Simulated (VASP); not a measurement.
# SrO (Fm-3m) in VASP: notebook, part 2 of 2

VASP 6.6.1. The steps go on from the part before.

## 4. Single point, LDA (volume scaled by 1.01)

The input, INCAR:

```
SYSTEM = SrO
PREC = Accurate
ENCUT = 520
EDIFF = 1E-7
ISMEAR = -1
SIGMA = 0.02
LREAL = .FALSE.
LASPH = .TRUE.
NELM = 60
ALGO = Normal
ISIF = 2
LWAVE = .FALSE.
LCHARG = .FALSE.
GGA = CA
NBANDS = 15
```

The input, KPOINTS:

```
regular mesh
0
G
  8 8 8
  0 0 0
```

The input, POSCAR:

```
SrO
1.0
    0.0000000000      2.5783376042      2.5783376042
    2.5783376042      0.0000000000      2.5783376042
    2.5783376042      2.5783376042      0.0000000000
Sr O
1 1
Direct
    0.0000000000      0.0000000000      0.0000000000
    0.5000000000      0.5000000000      0.5000000000
```

Potentials or basis: VASP PAW LDA potentials, release 64 (Sr_sv, O).

Run with:

```
$ cat potpaw_LDA.64/Sr_sv/POTCAR potpaw_LDA.64/O/POTCAR > POTCAR
$ mpirun -np 1 vasp_std > vasp.out
```

OUTCAR:

```text
SYSTEM = SrO
   PREC = Accurate
   ENCUT = 520
   EDIFF = 1E-7
   ISMEAR = -1
   LREAL = .FALSE.
   LASPH = .TRUE.
   NELM = 60
   ISIF = 2
   GGA = CA

 ion  position               nearest neighbor table
   1  0.000  0.000  0.000-   2 2.58   2 2.58   2 2.58   2 2.58   2 2.58   2 2.58
   2  0.500  0.500  0.500-   1 2.58   1 2.58   1 2.58   1 2.58   1 2.58   1 2.58

  LATTYP: Found a face centered cubic cell.
 ALAT       =     5.1566752084

  Lattice vectors:

 A1 = (   0.0000000000,   2.5783376042,   2.5783376042)
 A2 = (   2.5783376042,   0.0000000000,   2.5783376042)
 A3 = (   2.5783376042,   2.5783376042,   0.0000000000)

Analysis of symmetry for initial positions (statically):
=====================================================================
 Subroutine PRICEL returns:
 Original cell was already a primitive cell.

 Routine SETGRP: Setting up the symmetry group for a
 face centered cubic supercell.

 Subroutine GETGRP returns: Found 48 space group operations
 (whereof 48 operations were pure point group operations)
 out of a pool of 48 trial point group operations.

The static configuration has the point symmetry O_h .

Analysis of symmetry for dynamics (positions and initial velocities):
=====================================================================
 Subroutine PRICEL returns:
 Original cell was already a primitive cell.

 Routine SETGRP: Setting up the symmetry group for a
 face centered cubic supercell.

 Subroutine GETGRP returns: Found 48 space group operations
 (whereof 48 operations were pure point group operations)
 out of a pool of 48 trial point group operations.

The dynamic configuration has the point symmetry O_h .

 Subroutine INISYM returns: Found 48 space group operations
 (whereof 48 operations are pure point group operations),
 and found     1 'primitive' translations

----------------------------------------------------------------------------------------

[... 120 lines left out ...]
   IVDW    =     0    specifies the selected vdW correction
   LEPSILON=     F    determine dielectric tensor
   LRPA    =     F    only Hartree local field effects (RPA)
 non-spin polarized calculation
  energy-cutoff  :      520.00
  volume of cell :       34.28
 maximum number of plane-waves:       941
   NGX = 13   NGY = 13   NGZ = 13

 number of electron      15.9999997 magnetization

 Free energy of the ion-electron system (eV)
  ---------------------------------------------------
  ext. energy  EPLUGINS =         0.00000000
  ---------------------------------------------------
  free energy    TOTEN  =       -13.36675657 eV

  energy without entropy =      -13.36675657  energy(sigma->0) =      -13.36675657

 E-fermi :   1.8001     XC(G=0): -10.4873

 val. band max:        1.3017503589   @ k =   0.0000   0.0000   0.0000
 cond. band min:       4.4075428518   @ k =   0.5000   0.5000   0.0000
 fundamental gap:      3.1057924929
 Fermi energy:         1.8000772750

 k-point     1 :       0.0000    0.0000    0.0000
  band No.  band energies     occupation
      1     -30.8115      2.00000
      2     -13.4474      2.00000
      3     -12.5470      2.00000
      4     -12.5470      2.00000
      5     -12.5470      2.00000
      6       1.3017      2.00000
      7       1.3018      2.00000
      8       1.3018      2.00000
      9       5.0424      0.00000
     10       7.3879      0.00000
     11       7.3879      0.00000
     12       7.3879      0.00000
     13       9.5921      0.00000
     14       9.5921      0.00000
[... 401 lines left out ...]
      2     -14.7393      2.00000
      3     -12.9444      2.00000
      4     -12.7789      2.00000
      5     -11.6215      2.00000
      6      -0.3114      2.00000
      7       0.4309      2.00000
      8       0.5074      2.00000
      9       7.5239      0.00000
     10       7.8737      0.00000
     11      10.4991      0.00000
     12      10.7085      0.00000
     13      12.8360      0.00000
     14      14.0796      0.00000
     15      14.3279      0.00000

 [... further k-points ...]

------------------------ aborting loop because EDIFF is reached ----------------------------------------

  FORCE on cell =-STRESS in cart. coord.  units (eV):
  Direction    XX          YY          ZZ          XY          YZ          ZX
  --------------------------------------------------------------------------------------
  -------------------------------------------------------------------------------------
  Total       -0.9307814     -0.9307814     -0.9307814     -0.0000000      0.0000000      0.0000000
  in kB      -43.5019695    -43.5019695    -43.5019695     -0.0000000      0.0000000      0.0000000
  external PRESSURE =     -43.5019695 kB  Pullay stress =       0.0000000 kB

 VOLUME and BASIS-vectors are now :
 -----------------------------------------------------------------------------
  energy-cutoff  :      520.00
  volume of cell :       34.28
      direct lattice vectors                 reciprocal lattice vectors
     0.000000000  2.578337604  2.578337604    -0.193923402  0.193923402  0.193923402
     2.578337604  0.000000000  2.578337604     0.193923402 -0.193923402  0.193923402
     2.578337604  2.578337604  0.000000000     0.193923402  0.193923402 -0.193923402

 POSITION                                       TOTAL-FORCE (eV/Angst)
 -----------------------------------------------------------------------------------
      0.00000      0.00000      0.00000         0.000000      0.000000      0.000000
      2.57834      2.57834      2.57834         0.000000     -0.000000     -0.000000
 -----------------------------------------------------------------------------------
    total drift:                                0.000000      0.000000      0.000000

  FREE ENERGIE OF THE ION-ELECTRON SYSTEM (eV)
  ---------------------------------------------------
  free  energy   TOTEN  =       -13.3667565700 eV

  energy  without entropy=      -13.3667565700  energy(sigma->0) =      -13.36675657
```

OSZICAR:

```text
N       E                     dE             d eps       ncg     rms          rms(c)
DAV:   1     0.662870509959E+02    0.66287E+02   -0.84470E+03   870   0.104E+03
DAV:   2    -0.123976837122E+02   -0.78685E+02   -0.72445E+02  1172   0.225E+02
DAV:   3    -0.154784155208E+02   -0.30807E+01   -0.30624E+01  1134   0.396E+01
DAV:   4    -0.155452146764E+02   -0.66799E-01   -0.66793E-01  1059   0.572E+00
DAV:   5    -0.155474315725E+02   -0.22169E-02   -0.22169E-02  1076   0.882E-01    0.169E+01
DAV:   6    -0.136051008958E+02    0.19423E+01   -0.64326E+00   884   0.192E+01    0.205E+01
DAV:   7    -0.134159403197E+02    0.18916E+00   -0.35740E-01  1003   0.518E+00    0.113E+01
DAV:   8    -0.133658220307E+02    0.50118E-01   -0.13335E-01  1157   0.334E+00    0.124E+00
DAV:   9    -0.133668785014E+02   -0.10565E-02   -0.67639E-03  1277   0.483E-01    0.318E-01
DAV:  10    -0.133667468546E+02    0.13165E-03   -0.16136E-04  1003   0.136E-01    0.180E-01
DAV:  11    -0.133667543327E+02   -0.74781E-05   -0.84488E-05  1010   0.930E-02    0.212E-02
DAV:  12    -0.133667565364E+02   -0.22036E-05   -0.68601E-06  1097   0.189E-02    0.409E-03
DAV:  13    -0.133667565700E+02   -0.33674E-07   -0.33999E-07  1038   0.522E-03
   1 F= -.13366757E+02 E0= -.13366757E+02  d E =-.107222E-12
```

Run time: 12 s. Hardware: 1 thread of AMD EPYC 7R13 (Zen 3), shared host; peak memory 0.12 GiB.

What came out:

```yaml
Free_energy: -13.3668 eV
Pressure: -4.4 GPa
Band_gap_on_the_k_mesh: 3.11 eV, indirect (least direct gap 3.20 eV)
```

 A k mesh can miss the band edges.

## 5. Single point, LDA (volume scaled by 1.04)

The input, INCAR:

```
ALGO = Normal
EDIFF = 1E-7
ENCUT = 520
ISIF = 2
ISMEAR = -1
LASPH = True
LCHARG = False
LREAL = False
LWAVE = False
NBANDS = 15
NELM = 60
PREC = Accurate
SIGMA = 0.02
```

The input, KPOINTS:

```
k-points
0
Gamma
  8 8 8
```

The input, POSCAR:

```
SrO
1.0
    0.0000000000      2.6036170359      2.6036170359
    2.6036170359      0.0000000000      2.6036170359
    2.6036170359      2.6036170359      0.0000000000
Sr O
1 1
Direct
    0.0000000000      0.0000000000      0.0000000000
    0.5000000000      0.5000000000      0.5000000000
```

Run with:

```
$ cat potpaw_LDA.64/Sr_sv/POTCAR potpaw_LDA.64/O/POTCAR > POTCAR
$ mpirun -np 1 vasp_std > vasp.out
```

Wall time 13 s (1 thread of AMD EPYC 7R13 (Zen 3), shared host); peak memory 0.12 GiB.

It converged, with:

```yaml
Free_energy: -13.3323 eV
Pressure: -6.6 GPa
Band_gap_on_the_k_mesh: 3.12 eV, indirect (least direct gap 3.23 eV)
```

Levels at points of the mesh, in eV from the valence-band top:
| k point | band 5 | band 6 | band 7 | band 8 | band 9 | band 10 | band 11 | band 12 |
| --- | --- | --- | --- | --- | --- | --- | --- | --- |
| (0.00, 0.00, 0.00) | -13.98 | 0.00 | 0.00 | 0.00 | 3.54 | 6.02 | 6.02 | 6.02 |
| (0.50, 0.00, 0.00) | -12.70 | -2.17 | -1.09 | -1.09 | 6.29 | 7.98 | 8.59 | 8.59 |
| (0.50, 0.50, 0.00) | -14.32 | -0.49 | -0.11 | -0.11 | 3.12 | 7.47 | 9.85 | 9.94 |

## 6. The runs side by side

| cell | gap on the mesh (eV) | pressure (GPa) |
| --- | --- | --- |
| a = 3.560 Å, angles 60.0°, 2 atoms | 3.04 | 2.8 |
| a = 3.610 Å, angles 60.0°, 2 atoms | 3.08 | -1.6 |
| a = 3.646 Å, angles 60.0°, 2 atoms | 3.11 | -4.4 |
| a = 3.682 Å, angles 60.0°, 2 atoms | 3.12 | -6.6 |

Alike in all rows: task single point; level LDA; potentials or basis VASP PAW LDA potentials, release 64 (Sr_sv, O); no spin polarisation; k mesh 8 × 8 × 8; cutoff (eV) 520; smearing fermi-dirac 0.02 eV.

Absolute energies hang on the potentials; compare differences alone.
